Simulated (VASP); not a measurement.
# GaN (Pm-3m) in VASP: further runs, part 3 of 3

VASP 6.6.1. Earlier steps stand in the parts before.

### Step 7. Single point, r2SCAN

File POSCAR:

```
GaN
1.0
    2.6955547957      0.0000000000      0.0000000000
    0.0000000000      2.6955547957      0.0000000000
    0.0000000000      0.0000000000      2.6955547957
Ga N
1 1
Direct
    0.0000000000      0.0000000000      0.0000000000
    0.5000000000      0.5000000000      0.5000000000
```

File INCAR.step1:

```
PREC = Accurate ; ENCUT = 520
ISMEAR = -1 ; SIGMA = 0.02
LREAL = False ; LASPH = True
NELM = 60 ; NBANDS = 16
ISYM = 0 ; GGA = PE
ALGO = Normal ; EDIFF = 1E-4
LWAVE = True ; LCHARG = False
```

File INCAR.step2:

```
PREC = Accurate ; ENCUT = 520
EDIFF = 1E-7 ; ISMEAR = -1
SIGMA = 0.02 ; LREAL = False
LASPH = True ; NELM = 60
ALGO = Normal ; ISIF = 2
LWAVE = False ; LCHARG = False
METAGGA = R2SCAN ; LMIXTAU = True
NBANDS = 16 ; ISYM = 0
ISTART = 1
```

File KPOINTS:

```
regular mesh
0
Gamma
  8 8 1
```

Potentials or basis: VASP PAW PBE potentials, release 64 (Ga_d, N).

Launch:

```
$ cat potpaw_PBE.64/Ga_d/POTCAR potpaw_PBE.64/N/POTCAR > POTCAR
$ cp INCAR.step1 INCAR
$ mpirun -np 1 vasp_std > vasp.out
$ cp INCAR.step2 INCAR
$ mpirun -np 1 vasp_std > vasp.out
```

OUTCAR:

```text
PREC = Accurate
   ENCUT = 520
   EDIFF = 1E-7
   ISMEAR = -1
   LREAL = False
   LASPH = True
   NELM = 60
   ISIF = 2
   METAGGA = R2SCAN
   ISYM = 0
   ISTART = 1

 ion  position               nearest neighbor table
   1  0.000  0.000  0.000-   2 2.33   2 2.33   2 2.33   2 2.33   2 2.33   2 2.33   2 2.33   2 2.33

   2  0.500  0.500  0.500-   1 2.33   1 2.33   1 2.33   1 2.33   1 2.33   1 2.33   1 2.33   1 2.33

IMPORTANT INFORMATION: All symmetrisations will be switched off!
NOSYMM: (Re-)initialisation of all symmetry stuff for point group C_1.

----------------------------------------------------------------------------------------

                                     Primitive cell

  volume of cell :      19.5859

  direct lattice vectors                    reciprocal lattice vectors
     2.695554796  0.000000000  0.000000000     0.370981143  0.000000000  0.000000000
     0.000000000  2.695554796  0.000000000     0.000000000  0.370981143  0.000000000
     0.000000000  0.000000000  2.695554796     0.000000000  0.000000000  0.370981143

  length of vectors
     2.695554796  2.695554796  2.695554796     0.370981143  0.370981143  0.370981143

  position of ions in fractional coordinates (direct lattice)
     0.000000000  0.000000000  0.000000000
     0.500000000  0.500000000  0.500000000

  ion indices of the primitive-cell ions
   primitive index   ion index
                 1           1
                 2           2

----------------------------------------------------------------------------------------

 KPOINTS: regular mesh

Automatic generation of k-mesh.
 Grid dimensions read from file:
 generate k-points for:    8    8    1

 Generating k-lattice:

  Cartesian coordinates                     Fractional coordinates (reciprocal lattice)
     0.046372643  0.000000000  0.000000000     0.125000000  0.000000000  0.000000000
     0.000000000  0.046372643  0.000000000     0.000000000  0.125000000  0.000000000
     0.000000000  0.000000000  0.370981143     0.000000000  0.000000000  1.000000000

  Length of vectors
     0.046372643  0.046372643  0.370981143

  Shift w.r.t. Gamma in fractional coordinates (k-lattice)
     0.000000000  0.000000000  0.000000000

 -----------------------------------------------------------------------------
|                                                                             |
|           W    W    AA    RRRRR   N    N  II  N    N   GGGG   !!!           |
|           W    W   A  A   R    R  NN   N  II  NN   N  G    G  !!!           |
|           W    W  A    A  R    R  N N  N  II  N N  N  G       !!!           |
|           W WW W  AAAAAA  RRRRR   N  N N  II  N  N N  G  GGG   !            |
|           WW  WW  A    A  R   R   N   NN  II  N   NN  G    G                |
|           W    W  A    A  R    R  N    N  II  N    N   GGGG   !!!           |
|                                                                             |
|     Your reciprocal lattice and k-lattice belong to different lattice       |
|     classes:                                                                |
|                                                                             |
|        The reciprocal lattice is simple cubic,                              |
|        whereas your k-lattice is simple tetragonal.                         |
|                                                                             |
|     Results are often still useful ...                                      |
|                                                                             |
 -----------------------------------------------------------------------------

 WARNING: IBZKPT: internal override: KBLOWUP is changed to .FALSE.
      ... skipping the blow-up phase ...

 Subroutine IBZKPT returns following result:
 ===========================================

 Found     34 irreducible k-points:

 Following reciprocal coordinates:
            Coordinates               Weight
  0.000000  0.000000  0.000000      1.000000
  0.125000  0.000000  0.000000      2.000000
  0.250000  0.000000  0.000000      2.000000
  0.375000  0.000000  0.000000      2.000000
  0.500000  0.000000  0.000000      1.000000
  0.000000  0.125000  0.000000      2.000000
[... 16 lines left out ...]
  0.125000  0.375000  0.000000      2.000000
  0.250000  0.375000  0.000000      2.000000
 [... further k-points ...]
   k-points           NKPTS =     34   k-points in BZ     NKDIM =     34   number of bands    NBANDS=     16
   number of dos      NEDOS =    301   number of ions     NIONS =      2
   total plane-waves  NPLWV =   8000
   dimension x,y,z NGX =    20 NGY =   20 NGZ =   20
   dimension x,y,z NGXF=    40 NGYF=   40 NGZF=   40
   ions per type =               1   1
   NGX,Y,Z   is equivalent  to a cutoff of  12.33, 12.33, 12.33 a.u.
   NGXF,Y,Z  is equivalent  to a cutoff of  24.67, 24.67, 24.67 a.u.
 SYSTEM =  unknown system
   PREC   = accura    normal or accurate (medium, high low for compatibility)
   ISTART =      1    job   : 0-new  1-cont  2-samecut
   ICHARG =      0    charge: 1-file 2-atom 10-const
   ISPIN  =      1    spin polarized calculation?
   LNONCOLLINEAR =      F non collinear calculations
   LSORBIT =      F    spin-orbit coupling
   LASPH  =      T    aspherical Exc in radial PAW
   ENCUT  =  520.0 eV  38.22 Ry    6.18 a.u.   5.01  5.01  5.01*2*pi/ulx,y,z
   NELM   =     60;   NELMIN=  2; NELMDL=  0     # of ELM steps
   EDIFF  = 0.1E-06   stopping-criterion for ELM
   LREAL  =      F    real-space projection
   EDIFFG = 0.1E-05   stopping-criterion for IOM
   NSW    =      0    number of steps for IOM
   IBRION =     -1    ionic relax: 0-MD 1-quasi-New 2-CG
   NFREE  =      0    steps in history (QN), initial steepest desc. (CG)
   ISIF   =      2    stress and relaxation
   ISYM   =      0    0-nonsym 1-usesym 2-fastsym
   POTIM  = 0.5000    time-step for ionic-motion
   TEBEG  =    0.0;   TEEND  =   0.0 temperature during run
   PSTRESS=    0.0 pullay stress
   NELECT =      18.0000    total number of electrons
   NUPDOWN=      -1.0000    fix difference up-down
   EMIN   =  10.00;   EMAX   =-10.00  energy-range for DOS
   EFERMI =   0.00;   METHOD = LEGACY
   ISMEAR =    -1;   SIGMA  =   0.02  broadening in eV -4-tet -1-fermi 0-gaus
   EFERMI_NEDOS =   21; number of points for ismear=-14 and -15
   IALGO  =     38    algorithm
   IMIX   =      4    mixing-type and parameters
     AMIX     =   0.40;   BMIX     =  1.00
     AMIX_MAG =   1.60;   BMIX_MAG =  1.00
  volume/ion in A,a.u.               =       9.79        66.09
  Fermi-wavevector in a.u.,A,eV,Ry     =   1.591662  3.007805 34.468833  2.533388
  Thomas-Fermi vector in A             =   2.690167
   LORBIT       =      0    0 simple, 1 ext, 2 COOP (PROOUT), +10 PAW based schemes
   METAGGA = R2SCAN    functional components
   LHFCALC =     F    Hartree Fock is set to
   AEXX    =    0.0000 exact exchange contribution
   IVDW    =     0    specifies the selected vdW correction
   LEPSILON=     F    determine dielectric tensor
   LRPA    =     F    only Hartree local field effects (RPA)
 non-spin polarized calculation
  energy-cutoff  :      520.00
  volume of cell :       19.59
 maximum number of plane-waves:       536
   NGX = 11   NGY = 11   NGZ = 11

 number of electron      18.0000017 magnetization

 Free energy of the ion-electron system (eV)
  ---------------------------------------------------
  ext. energy  EPLUGINS =         0.00000000
  ---------------------------------------------------
  free energy    TOTEN  =       -17.32419559 eV

  energy without entropy =      -17.32175402  energy(sigma->0) =      -17.32297481

 E-fermi :   8.6959     XC(G=0): -14.0966

 val. band max:        8.6832191722   @ k =   0.5000   0.2500   0.0000
 cond. band min:       8.7409544403   @ k =  -0.3750   0.3750   0.0000
 fundamental gap:      0.0577352680
 Fermi energy:         8.6959473086

 k-point     1 :       0.0000    0.0000    0.0000
  band No.  band energies     occupation
      1     -10.0671      2.00000
      2      -7.9195      2.00000
      3      -7.8693      2.00000
      4      -7.3714      2.00000
      5      -7.3380      2.00000
      6      -7.3380      2.00000
[... 8 lines left out ...]
     15      23.3649      0.00000
     16      36.9584      0.00000
[... 419 lines left out ...]
 k-point    24 :       0.2500    0.3750    0.0000
  band No.  band energies     occupation
      1      -8.3469      2.00000
      2      -7.7403      2.00000
      3      -7.4994      2.00000
      4      -7.4842      2.00000
      5      -7.4049      2.00000
      6      -6.3920      2.00000
[... 8 lines left out ...]
     15      28.8579      0.00000
     16      29.6196      0.00000

 [... further k-points ...]
[... 5 lines left out ...]
  --------------------------------------------------------------------------------------
  -------------------------------------------------------------------------------------
  Total        6.7938694      6.7938642     -9.7080531     -0.0000017      0.0000005     -0.0000003
  in kB      555.7548738    555.7544553   -794.1421181     -0.0001383      0.0000418     -0.0000276
  external PRESSURE =     105.7890703 kB  Pullay stress =       0.0000000 kB

 VOLUME and BASIS-vectors are now :
 -----------------------------------------------------------------------------
  energy-cutoff  :      520.00
  volume of cell :       19.59
      direct lattice vectors                 reciprocal lattice vectors
     2.695554796  0.000000000  0.000000000     0.370981143  0.000000000  0.000000000
     0.000000000  2.695554796  0.000000000     0.000000000  0.370981143  0.000000000
     0.000000000  0.000000000  2.695554796     0.000000000  0.000000000  0.370981143

 POSITION                                       TOTAL-FORCE (eV/Angst)
 -----------------------------------------------------------------------------------
      0.00000      0.00000      0.00000         0.000000      0.000000      0.000000
      1.34778      1.34778      1.34778        -0.000000     -0.000000     -0.000000
 -----------------------------------------------------------------------------------
    total drift:                               -0.000001     -0.000000     -0.000001

  FREE ENERGIE OF THE ION-ELECTRON SYSTEM (eV)
  ---------------------------------------------------
  free  energy   TOTEN  =       -17.3241955934 eV

  energy  without entropy=      -17.3217540167  energy(sigma->0) =      -17.32297481
```

OSZICAR.step1:

```text
N       E                     dE             d eps       ncg     rms          rms(c)
DAV:   1     0.764439960112E+02    0.76444E+02   -0.94032E+03  1264   0.215E+03
DAV:   2    -0.525487031349E+01   -0.81699E+02   -0.76705E+02  1232   0.323E+02
DAV:   3    -0.982775424470E+01   -0.45729E+01   -0.45518E+01  1216   0.635E+01
DAV:   4    -0.986874926161E+01   -0.40995E-01   -0.40983E-01  1384   0.641E+00
DAV:   5    -0.986914403684E+01   -0.39478E-03   -0.39477E-03  1320   0.584E-01    0.860E+00
DAV:   6    -0.800519045256E+01    0.18640E+01   -0.78501E+00  1592   0.364E+01    0.286E+00
DAV:   7    -0.793311543731E+01    0.72075E-01   -0.30833E-01  1344   0.949E+00    0.162E+00
DAV:   8    -0.793422568748E+01   -0.11103E-02   -0.10073E-01  1120   0.364E+00    0.470E-01
DAV:   9    -0.792993262914E+01    0.42931E-02   -0.10832E-02  1512   0.195E+00    0.219E-01
DAV:  10    -0.793016384995E+01   -0.23122E-03   -0.19306E-03  1216   0.467E-01    0.101E-01
DAV:  11    -0.793012754087E+01    0.36309E-04   -0.43430E-04  1216   0.276E-01
   1 F= -.79301275E+01 E0= -.79289172E+01  d E =-.242069E-02
```

Run time: 69 s. Hardware: 1 thread of Intel Xeon 8259CL, shared host; peak memory 0.13 GiB.

The run converged, but its numbers aren't listed here, since they failed a check.

Caveat: the k points lie up to 2.33 Å⁻¹ apart; the PAW data sets were made with another functional, which shifts forces and pressure a little.

### Step 8. Summary

| k mesh | smearing | gap on the mesh (eV) | pressure (GPa) |
| --- | --- | --- | --- |
| 6 × 6 × 6 | fermi-dirac 0.02 eV | none | 1.0 |
| 6 × 6 × 6, shifted | fermi-dirac 0.02 eV | 0.30 | 1.1 |
| 6 × 6 × 6 | methfessel-paxton 0.2 eV | none | 0.9 |
| 6 × 6 × 6 | methfessel-paxton 0.001 eV | none | 1.0 |

Alike in all rows: task single point; level r2SCAN; potentials or basis VASP PAW PBE potentials, release 64 (Ga_d, N); no spin polarisation; cell as given; cutoff (eV) 520.

Caveats: some runs use coarse meshes; the PAW data sets were made with another functional, which shifts forces and pressure a little.

Absolute energies hang on the potentials; compare differences alone.
